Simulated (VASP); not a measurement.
# Te (P-1) in VASP: further runs, part 2 of 2

VASP 6.6.1. The steps go on from the part before.

## 3. Electric field gradients, LDA (equal xy, yz and zx shear strains of +1 %)

The input, INCAR:

```
  PREC = Accurate
  ENCUT = 520
  EDIFF = 1E-8
  ISMEAR = -1
  SIGMA = 0.05
  LREAL = F
  LASPH = T
  NELM = 60
  ALGO = Normal
  ISIF = 2
  LWAVE = F
  LCHARG = F
  LEFG = T
  NBANDS = 16
```

The input, KPOINTS:

```
regular mesh
0
Gamma
  8 8 8
```

The input, POSCAR:

```
Te
1.0
    4.2222440000     -2.3500295000      0.0093145000
    4.2459560000      2.3923705000      0.0330265000
   -0.1106632500      0.0191345000      3.9566977500
Te
3
Direct
    0.6760000000      0.6760000000      0.6750000000
    0.3240000000      0.3240000000      0.3250000000
    0.0000000000      0.0000000000      0.0000000000
```

Potentials or basis: VASP PAW LDA potentials, release 64 (Te).

Command:

```bash
$ cat potpaw_LDA.64/Te/POTCAR > POTCAR
$ mpirun -np 1 vasp_std > vasp.out
```

OUTCAR:

```text
PREC = Accurate
   ENCUT = 520
   EDIFF = 1E-8
   ISMEAR = -1
   LREAL = F
   LASPH = T
   NELM = 60
   ISIF = 2

 ion  position               nearest neighbor table
   1  0.676  0.676  0.675-   3 3.00   2 3.03   2 3.03   3 3.09   3 3.10   2 3.26   2 3.67
   2  0.324  0.324  0.325-   3 3.00   1 3.03   1 3.03   3 3.09   3 3.10   1 3.26   1 3.67
   3  0.000  0.000  0.000-   1 3.00   2 3.00   1 3.09   2 3.09   2 3.10   1 3.10

  LATTYP: Found a triclinic cell.
 ALAT       =     4.8321909944
 B/A-ratio  =     0.9814426963
 C/A-ratio  =     0.8191504119
 COS(alpha) =     0.0096919886
 COS(beta)  =     0.0248525002
 COS(gamma) =     0.4819373842

  Lattice vectors:

 A1 = (   4.2222440000,  -2.3500295000,   0.0093145000)
 A2 = (  -0.0237120000,  -4.7424000000,  -0.0237120000)
 A3 = (   0.1106632500,  -0.0191345000,  -3.9566977500)

Analysis of symmetry for initial positions (statically):
=====================================================================
 Subroutine PRICEL returns:
 Original cell was already a primitive cell.

 Routine SETGRP: Setting up the symmetry group for a
 triclinic supercell.

 Subroutine GETGRP returns: Found  2 space group operations
 (whereof  2 operations were pure point group operations)
 out of a pool of  2 trial point group operations.

The static configuration has the point symmetry S_2 .

Analysis of symmetry for dynamics (positions and initial velocities):
=====================================================================
 Subroutine PRICEL returns:
 Original cell was already a primitive cell.

 Routine SETGRP: Setting up the symmetry group for a
 triclinic supercell.

[... 163 lines left out ...]
      2      -0.7346      2.00000
      3      -0.6981      2.00000
      4       4.2111      2.00000
      5       4.4422      2.00000
      6       4.9783      2.00000
[... 433 lines left out ...]
      3      -1.5523      2.00000
      4       3.4504      2.00000
      5       4.4171      2.00000
      6       6.0500      2.00000
[... 8 lines left out ...]
     15      15.6314      0.00000
     16      16.4762      0.00000

 [... further k-points ...]
[... 5 lines left out ...]
  --------------------------------------------------------------------------------------
  -------------------------------------------------------------------------------------
  Total        2.0157053      2.3088014      2.8926721     -0.1197174     -0.0916983      0.2706017
  in kB       40.6449254     46.5549501     58.3281893     -2.4139970     -1.8490157      5.4564463
  external PRESSURE =      48.5093549 kB  Pullay stress =       0.0000000 kB

 VOLUME and BASIS-vectors are now :
 -----------------------------------------------------------------------------
  energy-cutoff  :      520.00
  volume of cell :       79.46
      direct lattice vectors                 reciprocal lattice vectors
     4.222244000 -2.350029500  0.009314500     0.119124483 -0.211481092  0.004354461
     4.245956000  2.392370500  0.033026500     0.117026233  0.210267285  0.002256211
    -0.110663250  0.019134500  3.956697750    -0.001257248 -0.001257248  0.252706926

 POSITION                                       TOTAL-FORCE (eV/Angst)
 -----------------------------------------------------------------------------------
      5.64981      0.04154      2.69939        -0.401990      0.000936     -0.187027
      2.70773      0.01994      1.29965         0.401990     -0.000936      0.187027
      0.00000      0.00000      0.00000         0.000000     -0.000000     -0.000000
 -----------------------------------------------------------------------------------
    total drift:                               -0.000000      0.000000      0.000000

  FREE ENERGIE OF THE ION-ELECTRON SYSTEM (eV)
  ---------------------------------------------------
  free  energy   TOTEN  =       -11.1190385084 eV

  energy  without entropy=      -11.1044157808  energy(sigma->0) =      -11.11172714

 Electric field gradients (V/A^2)
---------------------------------------------------------------------
 ion       V_xx      V_yy      V_zz      V_xy      V_xz      V_yz
---------------------------------------------------------------------
   1     102.250   166.844  -269.093     4.898   -51.531     2.310
   2     102.250   166.844  -269.093     4.898   -51.531     2.310
   3     239.459    61.783  -301.241     4.180    72.506     4.035
---------------------------------------------------------------------

 Electric field gradients after diagonalization (V/A^2)
 (convention: |V_zz| > |V_xx| > |V_yy|)
----------------------------------------------------------------------
 ion       V_xx      V_yy      V_zz     asymmetry (V_yy - V_xx)/ V_zz
----------------------------------------------------------------------
   1     167.219   108.912  -276.131       0.211
   2     167.219   108.912  -276.131       0.211
   3     249.129    61.698  -310.828       0.603
----------------------------------------------------------------------

           NMR quadrupolar parameters

 Cq : quadrupolar parameter    Cq=e*Q*V_zz/h
 eta: asymmetry parameters     (V_yy - V_xx)/ V_zz
 Q  : nuclear electric quadrupole moment in mb (millibarn)
----------------------------------------------------------------------
 ion       Cq(MHz)       eta       Q (mb)
----------------------------------------------------------------------
   1      -0.668       0.211       1.000
   2      -0.668       0.211       1.000
   3      -0.752       0.603       1.000
----------------------------------------------------------------------
```

OSZICAR:

```text
N       E                     dE             d eps       ncg     rms          rms(c)
DAV:   1     0.671331518433E+02    0.67133E+02   -0.66469E+03  8320   0.911E+02
DAV:   2    -0.735758832078E+01   -0.74491E+02   -0.70899E+02 11280   0.142E+02
DAV:   3    -0.110855400982E+02   -0.37280E+01   -0.37007E+01 10176   0.341E+01
DAV:   4    -0.111314303793E+02   -0.45890E-01   -0.45882E-01 11224   0.469E+00
DAV:   5    -0.111324436895E+02   -0.10133E-02   -0.10133E-02 10736   0.686E-01    0.147E+01
DAV:   6    -0.111233007306E+02    0.91430E-02   -0.38831E-03 11112   0.340E-01    0.900E+00
DAV:   7    -0.111191217921E+02    0.41789E-02   -0.65273E-03 10592   0.424E-01    0.206E-01
DAV:   8    -0.111190452172E+02    0.76575E-04   -0.47492E-04 10192   0.129E-01    0.108E-01
DAV:   9    -0.111190390992E+02    0.61180E-05   -0.48407E-05 11472   0.378E-02    0.341E-02
DAV:  10    -0.111190385233E+02    0.57597E-06   -0.33356E-06 10624   0.108E-02    0.116E-02
DAV:  11    -0.111190385149E+02    0.83629E-08   -0.23111E-07 11680   0.285E-03    0.258E-03
DAV:  12    -0.111190385084E+02    0.64720E-08   -0.21487E-08  9080   0.849E-04
   1 F= -.11119039E+02 E0= -.11111727E+02  d E =-.146227E-01
```

stdout:

```text
POSCAR found type information on POSCAR Te
 POSCAR found :  1 types and       3 ions
 scaLAPACK will be used
 LDA part: xc-table for (Slater(with rela. corr.)+CA(PZ))
 , standard interpolation
 POSCAR, INCAR and KPOINTS ok, starting setup
 FFT: planning ... GRIDC
 FFT: planning ... GRID_SOFT
 FFT: planning ... GRID
 WAVECAR not read
 entering main loop
ion   1
     0.0000585    -0.0198518    -0.0068966     0.9151467     0.2235717     0.1135035
     0.0000806    -0.0198518    -0.0068966     0.9151467     0.2235717     0.1135035
     0.0001110    -0.0198518    -0.0068966     0.9151467     0.2235717     0.1135035
     0.0001528    -0.0198518    -0.0068966     0.9151467     0.2235717     0.1135035

     0.0000585    -4.4879726    -2.1162553   213.2963181    47.1670785    29.5244382
     0.0000806    -4.4874401    -2.1160003   213.2703052    47.1614071    29.5208030
     0.0001110    -4.4865966    -2.1155954   213.2290477    47.1524152    29.5150354
     0.0001528    -4.4852660    -2.1149553   213.1638886    47.1382194    29.5059236
[... 12 lines left out ...]
ion   3
     0.0000585    -0.0187065    -0.0105797     1.0055879    -0.2639023    -0.2693129
     0.0000806    -0.0187065    -0.0105797     1.0055879    -0.2639023    -0.2693129
     0.0001110    -0.0187065    -0.0105797     1.0055879    -0.2639023    -0.2693129
     0.0001528    -0.0187065    -0.0105797     1.0055880    -0.2639023    -0.2693129

     0.0000585    -3.8325313    -3.6899449   238.7520905   -66.2933301   -81.2179109
     0.0000806    -3.8320781    -3.6894977   238.7229636   -66.2852355   -81.2078721
     0.0001110    -3.8313602    -3.6887881   238.6767688   -66.2724000   -81.1919451
     0.0001528    -3.8302280    -3.6876667   238.6038150   -66.2521328   -81.1667833
```

Wall time 1.9 min (1 thread of Intel Xeon Platinum 8488C (Sapphire Rapids), shared host); peak memory 0.36 GiB.

Results:

- Free energy: -11.1190 eV
- Pressure: 4.9 GPa
- Largest force: 0.443 eV/Å
- Band gap on the k mesh: zero (bands 9 and 10 overlap by 3.46 eV)
- Largest electric field gradient by atom: Te -276.1, -310.8 (each value once) V/Å²

Forces on the atoms (eV/Å):
```
Te  -0.402  0.001 -0.187
Te   0.402 -0.001  0.187
Te   0.000  0.000  0.000
```

Electric field gradients, principal values (V/Å²):
| atom | least | middle | greatest (by size) |
| --- | --- | --- | --- |
| 1 Te | 108.912 | 167.219 | -276.131 |
| 2 Te | 108.912 | 167.219 | -276.131 |
| 3 Te | 61.698 | 249.129 | -310.828 |

Caveat: the cell differs from its parent crystal (equal xy, yz and zx shear strains of +1 %); the cell stands under pressure; without QUAD_EFG the Cq values of the log hold for a quadrupole moment of 1 mb, not for the nuclei; spin-orbit coupling is left out, which moves the levels of the heavy elements.
